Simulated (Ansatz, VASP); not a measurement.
## One calculation of As, two programs

Contents of INCAR:

```
SYSTEM = As
PREC = Accurate
ENCUT = 520
EDIFF = 1E-6
ISMEAR = 0
SIGMA = 0.02
LREAL = .False.
LASPH = .True.
NELM = 120
ALGO = Normal
ISIF = 2
LWAVE = .False.
LCHARG = .False.
LDIPOL = .True.
IDIPOL = 3
DIPOL = 0.5 0.5 0.500
GGA = PE
NBANDS = 22
GGA_COMPAT = .False.
NELMDL = -8
```

File KPOINTS:

```
Automatic mesh
0
Gamma
  9 9 1
  0 0 0
```

Contents of POSCAR:

```
As
1.0
    3.7860000000      0.0000000000      0.0000000000
   -1.8930000000      3.2787721787      0.0000000000
    0.0000000000      0.0000000000     28.0000000000
As
2
Direct
    0.3333333333      0.6666666667      0.5372500000
    0.6666666667      0.3333333333      0.4627500000
```

Input for Ansatz:

```yaml
crystal:
  lattice:
    - [3.786, 0.0, 0.0]
    - [-1.893, 3.2787721787, 0.0]
    - [0.0, 0.0, 28.0]
  atoms:
    - { symbol: As, position: [0.3333333333, 0.6666666667, 0.53725] }
    - { symbol: As, position: [0.6666666667, 0.3333333333, 0.46275] }
  periodic: [true, true, false]
basis:
  ecutwfc: 420
kpoints:
  mp_grid: { grid: [9, 9, 1] }
hamiltonian:
  xc: pbe
scf:
  occupations: { method: gaussian, width: 0.02 }
output:
  forces: true
  stress: true
  eigenvalues: true
```

Alike in both runs: task single point; functional PBE; k mesh 9 × 9 × 1; occupations gaussian, width 0.02 eV; no spin polarisation.

|  | VASP | Ansatz |
| --- | --- | --- |
| version | VASP 6.6.1 | Ansatz 0.2.0 |
| potentials or method | VASP PAW PBE potentials, release 64 (As_d), cutoff 520 eV | scalar-relativistic, plane waves, PAW |
| valence electrons in the cell | 30 | 30 |

VASP gave:

| Property | Result |
| --- | --- |
| rms of the force components (eV/Å) | 2.117 |

**Question.** What did Ansatz give for the same quantities?

**Answer.** rms of the force components (eV/Å): 2.120.

Atom by atom the forces differ by 0.003 eV/Å (rms over components).
